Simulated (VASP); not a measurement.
# LuIr3Ru2 in VASP: notebook

LuIr3Ru2 is run at these levels: PBE; tasks: single point.

Everything below comes from runs of VASP 6.6.1. Logs are shortened: lines on timing, memory, paths and dates and some standing lists are left out, and cuts for length are marked.

**1. The cell of the first run**

The typed cell holds 6 atoms: a = 5.833 Å, b = 5.833 Å, c = 3.276 Å, α = 90.00°, β = 90.00°, γ = 120.00°.

**2. Single point, PBE**

Contents of INCAR:

```
ALGO = Normal
EDIFF = 1E-6
ENCUT = 520
GGA = PE
ISIF = 2
ISMEAR = 1
LASPH = T
LCHARG = F
LREAL = F
LWAVE = F
NBANDS = 49
NELM = 100
PREC = Accurate
SIGMA = 0.1027
```

Contents of KPOINTS:

```
k-points
0
Gamma
  4 4 6
```

Contents of POSCAR:

```
LuIr3Ru2
1.0
    5.8325980000      0.0000000000      0.0000000000
   -2.9162990000      5.0511800000      0.0000000000
    0.0000000000      0.0000000000      3.2760920000
Ru Ir Lu
2 3 1
Direct
    0.3333000000      0.6667000000      0.0000000000
    0.6666000000      0.3333000000      0.0000000000
    0.5000000000      0.0000000000      0.5000000000
    0.5000000000      0.5000000000      0.5000000000
    0.0000000000      0.5000000000      0.5000000000
    0.0000000000      0.0000000000      0.0000000000
```

Potentials or basis: VASP PAW PBE potentials, release 64 (Ru_pv, Ir, Lu).

Started as:

```sh
> cat potpaw_PBE.64/Ru_pv/POTCAR potpaw_PBE.64/Ir/POTCAR potpaw_PBE.64/Lu/POTCAR > POTCAR
> mpirun -np 1 vasp_std > vasp.out
```

OUTCAR:

```text
EDIFF = 1E-6
   ENCUT = 520
   GGA = PE
   ISIF = 2
   ISMEAR = 1
   LASPH = T
   LREAL = F
   NELM = 100
   PREC = Accurate

 ion  position               nearest neighbor table
   1  0.333  0.667  0.000-   5 2.35   5 2.35   3 2.35   3 2.35   4 2.35   4 2.35   6 3.37   6 3.37
                             6 3.37
   2  0.667  0.333  0.000-   4 2.35   4 2.35   3 2.35   3 2.35   5 2.35   5 2.35   6 3.37   6 3.37
                             6 3.37
   3  0.500  0.000  0.500-   1 2.35   2 2.35   1 2.35   2 2.35   4 2.92   5 2.92   4 2.92   5 2.92
                             6 3.34   6 3.34   6 3.34   6 3.34
   4  0.500  0.500  0.500-   2 2.35   2 2.35   1 2.35   1 2.35   5 2.92   5 2.92   3 2.92   3 2.92
                             6 3.34   6 3.34   6 3.34   6 3.34
   5  0.000  0.500  0.500-   1 2.35   1 2.35   2 2.35   2 2.35   4 2.92   4 2.92   3 2.92   3 2.92
                             6 3.34   6 3.34   6 3.34   6 3.34
   6  0.000  0.000  0.000-   3 3.34   3 3.34   3 3.34   3 3.34   4 3.34   5 3.34   5 3.34   5 3.34
                             5 3.34   4 3.34   4 3.34   4 3.34   2 3.37   1 3.37   2 3.37   1 3.37

  LATTYP: Found a hexagonal cell.
 ALAT       =     5.8325980000
 C/A-ratio  =     0.5616865760

  Lattice vectors:

 A1 = (   5.8325980000,   0.0000000000,   0.0000000000)
 A2 = (  -2.9162990000,   5.0511800000,   0.0000000000)
 A3 = (   0.0000000000,   0.0000000000,   3.2760920000)

Analysis of symmetry for initial positions (statically):
=====================================================================
 Subroutine PRICEL returns:
 Original cell was already a primitive cell.

 Routine SETGRP: Setting up the symmetry group for a
 hexagonal supercell.

 Subroutine GETGRP returns: Found  4 space group operations
 (whereof  4 operations were pure point group operations)
 out of a pool of 24 trial point group operations.

The static configuration has the point symmetry C_2v.

Analysis of symmetry for dynamics (positions and initial velocities):
=====================================================================
 Subroutine PRICEL returns:
 Original cell was already a primitive cell.

 Routine SETGRP: Setting up the symmetry group for a
 hexagonal supercell.

 Subroutine GETGRP returns: Found  4 space group operations
 (whereof  4 operations were pure point group operations)
 out of a pool of 24 trial point group operations.

The dynamic configuration has the point symmetry C_2v.

 Subroutine INISYM returns: Found  4 space group operations
 (whereof  4 operations are pure point group operations),
 and found     1 'primitive' translations

----------------------------------------------------------------------------------------

                                     Primitive cell

  volume of cell :      96.5186

  direct lattice vectors                    reciprocal lattice vectors
     5.832598000  0.000000000  0.000000000     0.171450184  0.098986771  0.000000000
    -2.916299000  5.051180000  0.000000000     0.000000000  0.197973543  0.000000000
     0.000000000  0.000000000  3.276092000     0.000000000  0.000000000  0.305241733

  length of vectors
     5.832598000  5.832599699  3.276092000     0.197973600  0.197973543  0.305241733

  position of ions in fractional coordinates (direct lattice)
     0.333300000  0.666700000  0.000000000
     0.666600000  0.333300000  0.000000000
     0.500000000  0.000000000  0.500000000
     0.500000000  0.500000000  0.500000000
     1.000000000  0.500000000  0.500000000
     0.000000000  0.000000000  0.000000000

  ion indices of the primitive-cell ions
   primitive index   ion index
                 1           1
                 2           2
                 3           3
                 4           4
                 5           5
                 6           6

----------------------------------------------------------------------------------------

 KPOINTS: k-points

Automatic generation of k-mesh.
 Grid dimensions read from file:
 generate k-points for:    4    4    6

 Generating k-lattice:

  Cartesian coordinates                     Fractional coordinates (reciprocal lattice)
     0.042862546  0.024746693  0.000000000     0.250000000 -0.000000000  0.000000000
     0.000000000  0.049493386  0.000000000     0.000000000  0.250000000  0.000000000
     0.000000000  0.000000000  0.050873622     0.000000000  0.000000000  0.166666667

  Length of vectors
     0.049493400  0.049493386  0.050873622

  Shift w.r.t. Gamma in fractional coordinates (k-lattice)
     0.000000000  0.000000000  0.000000000

 Subroutine IBZKPT returns following result:
 ===========================================

 Found     28 irreducible k-points:

 Following reciprocal coordinates:
            Coordinates               Weight
  0.000000  0.000000  0.000000      1.000000
  0.250000  0.000000  0.000000      4.000000
  0.000000  0.250000  0.000000      2.000000
  0.500000  0.000000  0.000000      2.000000
  0.000000  0.500000  0.000000      1.000000
  0.250000  0.250000  0.000000      4.000000
[... 16 lines left out ...]
  0.250000  0.000000  0.500000      4.000000
  0.000000  0.250000  0.500000      2.000000
 [... further k-points ...]
   k-points           NKPTS =     28   k-points in BZ     NKDIM =     28   number of bands    NBANDS=     49
   number of dos      NEDOS =    301   number of ions     NIONS =      6
   total plane-waves  NPLWV =  55296
   dimension x,y,z NGX =    48 NGY =   48 NGZ =   24
   dimension x,y,z NGXF=    96 NGYF=   96 NGZF=   48
   ions per type =               2   3   1
   NGX,Y,Z   is equivalent  to a cutoff of  13.68, 13.68, 12.18 a.u.
   NGXF,Y,Z  is equivalent  to a cutoff of  27.36, 27.36, 24.36 a.u.
 SYSTEM =  unknown system
   PREC   = accura    normal or accurate (medium, high low for compatibility)
   ISTART =      0    job   : 0-new  1-cont  2-samecut
   ICHARG =      2    charge: 1-file 2-atom 10-const
   ISPIN  =      1    spin polarized calculation?
   LNONCOLLINEAR =      F non collinear calculations
   LSORBIT =      F    spin-orbit coupling
   LASPH  =      T    aspherical Exc in radial PAW
   ENCUT  =  520.0 eV  38.22 Ry    6.18 a.u.  10.84 10.84  6.09*2*pi/ulx,y,z
   NELM   =    100;   NELMIN=  2; NELMDL= -5     # of ELM steps
   EDIFF  = 0.1E-05   stopping-criterion for ELM
   LREAL  =      F    real-space projection
   EDIFFG = 0.1E-04   stopping-criterion for IOM
   NSW    =      0    number of steps for IOM
   IBRION =     -1    ionic relax: 0-MD 1-quasi-New 2-CG
   NFREE  =      0    steps in history (QN), initial steepest desc. (CG)
   ISIF   =      2    stress and relaxation
   ISYM   =      2    0-nonsym 1-usesym 2-fastsym
   POTIM  = 0.5000    time-step for ionic-motion
   TEBEG  =    0.0;   TEEND  =   0.0 temperature during run
   PSTRESS=    0.0 pullay stress
   NELECT =      80.0000    total number of electrons
   NUPDOWN=      -1.0000    fix difference up-down
   EMIN   =  10.00;   EMAX   =-10.00  energy-range for DOS
   EFERMI =   0.00;   METHOD = LEGACY
   ISMEAR =     1;   SIGMA  =   0.10  broadening in eV -4-tet -1-fermi 0-gaus
   EFERMI_NEDOS =   21; number of points for ismear=-14 and -15
   IALGO  =     38    algorithm
   IMIX   =      4    mixing-type and parameters
     AMIX     =   0.40;   BMIX     =  1.00
     AMIX_MAG =   1.60;   BMIX_MAG =  1.00
  volume/ion in A,a.u.               =      16.09       108.56
  Fermi-wavevector in a.u.,A,eV,Ry     =   1.537805  2.906029 32.175644  2.364843
  Thomas-Fermi vector in A             =   2.644262
   LORBIT       =      0    0 simple, 1 ext, 2 COOP (PROOUT), +10 PAW based schemes
   GGA     = PE    functional components
   LHFCALC =     F    Hartree Fock is set to
   AEXX    =    0.0000 exact exchange contribution
   IVDW    =     0    specifies the selected vdW correction
   LEPSILON=     F    determine dielectric tensor
   LRPA    =     F    only Hartree local field effects (RPA)
 non-spin polarized calculation
 Methfessel and Paxton  Order N= 1 SIGMA  =   0.10
  energy-cutoff  :      520.00
  volume of cell :       96.52
 maximum number of plane-waves:      2618
 NGX is ok and might be reduce to    48
   NGX = 21   NGY = 21   NGZ = 13

 number of electron      80.0000008 magnetization

 Free energy of the ion-electron system (eV)
  ---------------------------------------------------
  ext. energy  EPLUGINS =         0.00000000
  ---------------------------------------------------
  free energy    TOTEN  =       -43.49290247 eV

  energy without entropy =      -43.49506964  energy(sigma->0) =      -43.49362486

 E-fermi :   9.1283     XC(G=0): -13.0692

 val. band max:        9.1230470162   @ k =   0.5000   0.0000   0.0000
 cond. band min:       9.1450745402   @ k =   0.0000   0.0000   0.5000
 fundamental gap:      0.0220275240
 Fermi energy:         9.1282971410

 k-point     1 :       0.0000    0.0000    0.0000
  band No.  band energies     occupation
      1     -47.6631      2.00000
      2     -34.1396      2.00000
      3     -34.0590      2.00000
      4     -33.9203      2.00000
      5     -33.9201      2.00000
      6     -33.8397      2.00000
[... 41 lines left out ...]
     48      13.5028      0.00000
     49      13.5043      0.00000

 k-point     2 :       0.2500    0.0000    0.0000
  band No.  band energies     occupation
      1     -47.6631      2.00000
      2     -34.1293      2.00000
      3     -34.0692      2.00000
      4     -33.9205      2.00000
      5     -33.9101      2.00000
      6     -33.8498      2.00000
[... 41 lines left out ...]
     48      12.9207      0.00000
     49      13.3959      0.00000

 k-point     3 :       0.0000    0.2500    0.0000
  band No.  band energies     occupation
      1     -47.6631      2.00000
      2     -34.1293      2.00000
      3     -34.0692      2.00000
      4     -33.9204      2.00000
      5     -33.9103      2.00000
      6     -33.8499      2.00000
[... 41 lines left out ...]
     48      12.9205      0.00000
     49      13.3952      0.00000

 k-point     4 :       0.5000    0.0000    0.0000
  band No.  band energies     occupation
      1     -47.6631      2.00000
      2     -34.1127      2.00000
      3     -34.0858      2.00000
      4     -33.9208      2.00000
      5     -33.8939      2.00000
      6     -33.8662      2.00000
[... 977 lines left out ...]
     48      11.1134     -0.00000
     49      11.1139     -0.00000

 k-point    23 :       0.2500    0.0000    0.5000
  band No.  band energies     occupation
      1     -47.6435      2.00000
      2     -34.1988      2.00000
      3     -34.1154      2.00000
      4     -33.8837      2.00000
      5     -33.8815      2.00000
      6     -33.8642      2.00000
[... 41 lines left out ...]
     48      11.1998      0.00000
     49      11.3122      0.00000

 k-point    24 :       0.0000    0.2500    0.5000
  band No.  band energies     occupation
      1     -47.6435      2.00000
      2     -34.1988      2.00000
      3     -34.1155      2.00000
      4     -33.8836      2.00000
      5     -33.8816      2.00000
      6     -33.8643      2.00000
[... 41 lines left out ...]
     48      11.1993      0.00000
     49      11.3126      0.00000

 [... further k-points ...]
[... 5 lines left out ...]
  --------------------------------------------------------------------------------------
  -------------------------------------------------------------------------------------
  Total       16.5594316     16.5753388     54.3826491      0.0000000      0.0000000      0.0000000
  in kB      274.8811952    275.1452481    902.7343384      0.0000000      0.0000000      0.0000000
  external PRESSURE =     484.2535939 kB  Pullay stress =       0.0000000 kB

 VOLUME and BASIS-vectors are now :
 -----------------------------------------------------------------------------
  energy-cutoff  :      520.00
  volume of cell :       96.52
      direct lattice vectors                 reciprocal lattice vectors
     5.832598000  0.000000000  0.000000000     0.171450184  0.098986771  0.000000000
    -2.916299000  5.051180000  0.000000000     0.000000000  0.197973543  0.000000000
     0.000000000  0.000000000  3.276092000     0.000000000  0.000000000  0.305241733

 POSITION                                       TOTAL-FORCE (eV/Angst)
 -----------------------------------------------------------------------------------
     -0.00029      3.36762      0.00000         0.002578     -0.002599      0.000000
      2.91601      1.68356      0.00000         0.002578      0.002599      0.000000
      2.91630      0.00000      1.63805         0.003621      0.000000      0.000000
      1.45815      2.52559      1.63805        -0.004464      0.004669      0.000000
     -1.45815      2.52559      1.63805        -0.004464     -0.004669      0.000000
      0.00000      0.00000      0.00000         0.000152      0.000000      0.000000
 -----------------------------------------------------------------------------------
    total drift:                               -0.000012      0.000000     -0.000000

  FREE ENERGIE OF THE ION-ELECTRON SYSTEM (eV)
  ---------------------------------------------------
  free  energy   TOTEN  =       -43.4929024662 eV

  energy  without entropy=      -43.4950696406  energy(sigma->0) =      -43.49362486
```

It took 4 min on 1 thread of Intel Xeon 6975P-C, shared host; peak memory 0.31 GiB.

Results:

```
Free energy            : -43.4929 eV
Pressure               : 48.4 GPa
Largest force          : 0.006 eV/Å
Band gap on the k mesh : zero (band 40 reaches 9.42 eV, above the bottom of band 41 at 8.85 eV)
```

Forces in eV/Å, atoms in the order of the input:
```
Ru   0.003 -0.003  0.000
Ru   0.003  0.003  0.000
Ir   0.004  0.000  0.000
Ir  -0.004  0.005  0.000
Ir  -0.004 -0.005  0.000
Lu   0.000  0.000  0.000
```

Stress tensor (GPa, compression positive):
```
27.49  0.00  0.00
 0.00 27.51  0.00
 0.00  0.00 90.27
```

Caveat: spin-orbit coupling is left out, which moves the levels of the heavy elements.

**3. Single point, PBE**

Contents of INCAR:

```
SYSTEM = LuIr3Ru2
ALGO     = Normal         ! electronic algorithm
EDIFF    = 1E-6           ! SCF threshold, eV
ENCUT    = 520            ! plane-wave cutoff, eV
GGA      = PE             ! functional
ISIF     = 2              ! what is computed and relaxed
ISMEAR   = 1              ! smearing method
LASPH    = .True.         ! aspherical terms in the spheres
LCHARG   = .False.        ! write CHGCAR
LREAL    = .False.        ! projectors in reciprocal space
LWAVE    = .False.        ! write WAVECAR
NBANDS   = 49             ! bands
NELM     = 80             ! most SCF steps
PREC     = Accurate       ! precision mode
SIGMA    = 0.1027         ! smearing width, eV
```

Contents of KPOINTS:

```
k-points
0
Gamma
  4 4 6
  0 0 0
```

POSCAR is that of step 2.

Potentials or basis: VASP PAW PBE potentials, release 64 (Ru_pv, Ir, Lu).

Started as:

```sh
> cat potpaw_PBE.64/Ru_pv/POTCAR potpaw_PBE.64/Ir/POTCAR potpaw_PBE.64/Lu/POTCAR > POTCAR
> mpirun -np 1 vasp_std > vasp.out
```

Wall time 3.6 min (1 thread of Intel Xeon 6975P-C, shared host); peak memory 0.32 GiB.

Results (log left out):

```
Free energy            : -43.4929 eV
Pressure               : 48.4 GPa
Largest force          : 0.006 eV/Å
Band gap on the k mesh : zero (band 40 reaches 9.42 eV, above the bottom of band 41 at 8.85 eV)
```

Forces on the atoms (eV/Å):
```
Ru   0.003 -0.003  0.000
Ru   0.003  0.003  0.000
Ir   0.004  0.000  0.000
Ir  -0.004  0.005  0.000
Ir  -0.004 -0.005  0.000
Lu   0.000  0.000  0.000
```

Stress tensor (GPa, compression positive):
```
27.49  0.00  0.00
 0.00 27.51  0.00
 0.00  0.00 90.27
```

Levels at points of the mesh, in eV from the Fermi level:
```csv
k point,band 38,band 39,band 40,band 41,band 42,band 43
"(0.00, 0.00, 0.00)",-0.08,0.29,0.29,0.32,0.57,1.62
"(0.50, 0.00, 0.00)",-0.64,-0.19,-0.01,0.53,0.61,1.02
"(0.00, 0.50, 0.00)",-0.64,-0.19,-0.01,0.54,0.61,1.02
"(0.00, 0.00, 0.50)",-0.94,-0.65,-0.01,0.02,0.02,0.41
"(0.50, 0.00, 0.50)",-1.42,-0.59,-0.28,0.20,0.77,0.83
"(0.00, 0.50, 0.50)",-1.42,-0.59,-0.28,0.20,0.77,0.83
```

Caveat: spin-orbit coupling is left out, which moves the levels of the heavy elements.
